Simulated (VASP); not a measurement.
Input of a VASP 6.6.1 run:

The input INCAR:

```
PREC = Accurate
ENCUT = 520
EDIFF = 1E-7
ISMEAR = 0
SIGMA = 0.15
LREAL = F
LASPH = T
NELM = 80
ALGO = Fast
ISIF = 2
LWAVE = F
LCHARG = F
GGA = PS
NBANDS = 51
```

Contents of KPOINTS:

```
regular mesh
0
Gamma
  13 13 5
```

Contents of POSCAR:

```
Ge
1.0
    2.8378806839     -2.8378806839      0.0000000000
    2.8378806839      0.0000000000     -2.8378806839
    6.6217215958      5.2027812538      5.2027812538
Ge
6
Direct
    0.5763944444      0.5763944444      0.5416333333
    0.9652833333     -0.0347166667      0.2083000000
    0.1875055556      0.1875055556      0.8749666667
    0.5347277778      0.5347277778      0.7916333333
    0.9236166667      0.9236166667      0.4583000000
    0.3125055556      0.3125055556      0.1249666667
```

Potentials or basis: VASP PAW PBE potentials, release 64 (Ge_d).

Run with:

```sh
$ cat potpaw_PBE.64/Ge_d/POTCAR > POTCAR
$ mpirun -np 1 vasp_std > vasp.out
```

Task: What does it give for the pressure?

Result: -0.2 GPa.

Task: Predict the band gap on the k mesh.

Result: Zero (bands 42 and 43 overlap by 1.15 eV).

Task: What does it give for the largest force?

Result: 1.019 eV/Å.

Forces on the atoms (eV/Å):
```
Ge   0.095 -0.158 -0.158
Ge   0.105 -0.013 -0.013
Ge   1.019  0.013  0.013
Ge  -0.105  0.013  0.013
Ge  -0.095  0.158  0.158
Ge  -1.019 -0.013 -0.013
```

Caveat: the cell differs from its parent crystal (the part above a cut slid along it); the stress differs along the axes, from -5 to 2 GPa; the PAW data sets were made with another functional, which shifts forces and pressure a little.
